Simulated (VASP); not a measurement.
# Mg2ZnO3 (P-3m1) in VASP: a series of runs, part 2 of 2

VASP 6.6.1. The steps go on from the part before.

## (4) Single point, LDA+U

The input, INCAR:

```
SYSTEM = Mg2ZnO3
  ALGO = Normal
  EDIFF = 1E-6
  ENCUT = 520
  GGA = CA
  ISIF = 2
  ISMEAR = 0
  LASPH = .TRUE.
  LCHARG = .FALSE.
  LDAU = .TRUE.
  LDAUJ = 0 0 0
  LDAUL = -1 2 -1
  LDAUPRINT = 1
  LDAUTYPE = 2
  LDAUU = 0 6 0
  LREAL = .FALSE.
  LWAVE = .FALSE.
  NBANDS = 26
  NELM = 150
  PREC = Accurate
  SIGMA = 0.01
```

The input, KPOINTS:

```
k-points
0
G
  12 12 4
  0 0 0
```

The input, POSCAR:

```
Mg2ZnO3
1.0
    3.0330000000      0.0000000000      0.0000000000
   -1.5165000000      2.6266500000      0.0000000000
    0.0000000000      0.0000000000      7.4033200000
Mg Zn O
2 1 3
Direct
    0.3333333333      0.6666666667      0.6658000000
    0.6666666667      0.3333333333      0.3342000000
    0.0000000000      0.0000000000      0.0000000000
    0.3333333333      0.6666666667      0.1726200000
    0.6666666667      0.3333333333      0.8273800000
    0.0000000000      0.0000000000      0.5000000000
```

Potentials or basis: VASP PAW LDA potentials, release 64 (Mg, Zn, O).

Run with:

```sh
$ cat potpaw_LDA.64/Mg/POTCAR potpaw_LDA.64/Zn/POTCAR potpaw_LDA.64/O/POTCAR > POTCAR
$ mpirun -np 1 vasp_std > vasp.out
```

OUTCAR:

```text
SYSTEM = Mg2ZnO3
   EDIFF = 1E-6
   ENCUT = 520
   GGA = CA
   ISIF = 2
   ISMEAR = 0
   LASPH = .TRUE.
   LREAL = .FALSE.
   NELM = 150
   PREC = Accurate

 ion  position               nearest neighbor table
   1  0.333  0.667  0.666-   5 2.12   5 2.12   5 2.12   6 2.14   6 2.14   6 2.14   2 3.02   2 3.02
                             2 3.02   3 3.03   3 3.03   3 3.03
   2  0.667  0.333  0.334-   4 2.12   4 2.12   4 2.12   6 2.14   6 2.14   6 2.14   1 3.02   1 3.02
                             1 3.02   3 3.03   3 3.03   3 3.03
   3  0.000  0.000  0.000-   4 2.17   5 2.17   5 2.17   4 2.17   5 2.17   4 2.17   1 3.03   2 3.03
                             2 3.03   1 3.03   1 3.03   2 3.03
   4  0.333  0.667  0.173-   2 2.12   2 2.12   2 2.12   3 2.17   3 2.17   3 2.17
[... 944 lines left out ...]
  Total       -6.1719292     -6.1719055     -6.2450665      0.0000000     -0.0000000      0.0000000
  in kB     -167.6603550   -167.6597103   -169.6471272      0.0000000     -0.0000000      0.0000000
  external PRESSURE =    -168.3223975 kB  Pullay stress =       0.0000000 kB

 VOLUME and BASIS-vectors are now :
 -----------------------------------------------------------------------------
  energy-cutoff  :      520.00
  volume of cell :       58.98
      direct lattice vectors                 reciprocal lattice vectors
     3.033000000  0.000000000  0.000000000     0.329706561  0.190356538  0.000000000
    -1.516500000  2.626650000  0.000000000     0.000000000  0.380713076  0.000000000
     0.000000000  0.000000000  7.403320000     0.000000000  0.000000000  0.135074534

 POSITION                                       TOTAL-FORCE (eV/Angst)
 -----------------------------------------------------------------------------------
     -0.00000      1.75110      4.92913         0.000000      0.000000      0.064271
      1.51650      0.87555      2.47419         0.000000     -0.000000     -0.064271
      0.00000      0.00000      0.00000         0.000000      0.000000     -0.000000
     -0.00000      1.75110      1.27796        -0.000000      0.000000     -0.633267
      1.51650      0.87555      6.12536        -0.000000     -0.000000      0.633267
      0.00000      0.00000      3.70166         0.000000      0.000000     -0.000000
 -----------------------------------------------------------------------------------
    total drift:                                0.000000     -0.000000     -0.000000

  FREE ENERGIE OF THE ION-ELECTRON SYSTEM (eV)
  ---------------------------------------------------
  free  energy   TOTEN  =       -37.1021310068 eV

  energy  without entropy=      -37.1021310068  energy(sigma->0) =      -37.10213101
```

stdout:

```text
POSCAR found type information on POSCAR MgZnO
 POSCAR found :  3 types and       6 ions
 scaLAPACK will be used
 LDA part: xc-table for (Slater(with rela. corr.)+CA(PZ))
 , standard interpolation
 POSCAR, INCAR and KPOINTS ok, starting setup
 FFT: planning ... GRIDC
 FFT: planning ... GRID_SOFT
 FFT: planning ... GRID
 WAVECAR not read
 entering main loop
```

Wall time 44 s (1 thread of Intel Xeon 6975P-C (Granite Rapids), shared host); peak memory 0.22 GiB.

What came out:

- Free energy: -37.1021 eV
- Pressure: -16.8 GPa
- Largest force: 0.633 eV/Å
- Band gap on the k mesh: 3.14 eV, indirect (least direct gap 3.28 eV)

Forces in eV/Å, atoms in the order of the input:
```
Mg   0.000  0.000  0.064
Mg   0.000  0.000 -0.064
Zn   0.000  0.000  0.000
O    0.000  0.000 -0.633
O    0.000  0.000  0.633
O    0.000  0.000  0.000
```

Eigenvalues of the final occupation matrices:
```
    site  spin  trace               eigenvalues
site 3 d     1   5.02  0.99 0.99 0.99 1.02 1.02
site 3 d     2   5.02  0.99 0.99 0.99 1.02 1.02
```

## (5) Single point, LDA+U

The input, INCAR:

```
SYSTEM = Mg2ZnO3
  PREC = Accurate
  ENCUT = 520
  EDIFF = 1E-6
  ISMEAR = 0
  SIGMA = 0.01
  LREAL = .FALSE.
  LASPH = .TRUE.
  NELM = 150
  ALGO = Normal
  ISIF = 2
  LWAVE = .FALSE.
  LCHARG = .FALSE.
  LDAU = .TRUE.
  LDAUTYPE = 2
  LDAUL = -1 2 -1
  LDAUU = 0 8 0
  LDAUJ = 0 0 0
  LDAUPRINT = 1
  NBANDS = 26
```

The input, KPOINTS:

```
Automatic mesh
0
G
  12 12 4
  0 0 0
```

POSCAR is that of step 4.

Run with:

```sh
$ cat potpaw_LDA.64/Mg/POTCAR potpaw_LDA.64/Zn/POTCAR potpaw_LDA.64/O/POTCAR > POTCAR
$ mpirun -np 1 vasp_std > vasp.out
```

It took 36 s on 1 thread of Intel Xeon 6975P-C (Granite Rapids), shared host; peak memory 0.22 GiB.

The run converged. Its results:

* Free energy: -37.1607 eV
* Pressure: -18.5 GPa
* Largest force: 0.838 eV/Å
* Band gap on the k mesh: 3.22 eV, indirect (least direct gap 3.34 eV)

Forces on the atoms (eV/Å):
```
Mg   0.000  0.000  0.082
Mg   0.000  0.000 -0.082
Zn   0.000  0.000  0.000
O    0.000  0.000 -0.838
O    0.000  0.000  0.838
O    0.000  0.000  0.000
```

Stress tensor (GPa, compression positive):
```
-18.38   0.00   0.00
  0.00 -18.38   0.00
  0.00   0.00 -18.62
```

Levels at points of the mesh, in eV from the valence-band top:
```csv
k point,band 15,band 16,band 17,band 18,band 19,band 20
"(0.00, 0.00, 0.00)",-0.14,-0.13,-0.13,3.22,6.62,6.78
"(0.50, 0.00, 0.00)",-1.01,-0.86,-0.51,6.71,7.74,8.69
"(0.00, 0.00, 0.50)",-0.41,0.00,0.00,4.32,5.45,7.09
"(0.50, 0.00, 0.50)",-1.11,-0.38,-0.34,6.94,6.97,9.15
```

Eigenvalues of the final occupation matrices:
| site | spin | trace | eigenvalues |
| --- | --- | --- | --- |
| site 3 d | 1 | 5.04 | 0.99 0.99 0.99 1.03 1.03 |
| site 3 d | 2 | 5.04 | 0.99 0.99 0.99 1.03 1.03 |

## (6) The runs side by side

```csv
U,gap on the mesh (eV),pressure (GPa),largest force (eV/Å)
Zn d U = 2.0 eV,2.95,-14.0,0.29
Zn d U = 4.0 eV,3.05,-15.4,0.45
Zn d U = 6.0 eV,3.14,-16.8,0.63
Zn d U = 8.0 eV,3.22,-18.5,0.84
```

Alike in all rows: task single point; level LDA+U; potentials or basis VASP PAW LDA potentials, release 64 (Mg, Zn, O); no spin polarisation; cell as given; k mesh 12 × 12 × 4; cutoff (eV) 520; smearing gaussian 0.01 eV.

On the cell as given the gap runs from 2.95 eV (LDA+U) to 3.22 eV (LDA+U).

Total energies depend on the potentials used, so only differences within one code and one set of settings carry meaning.
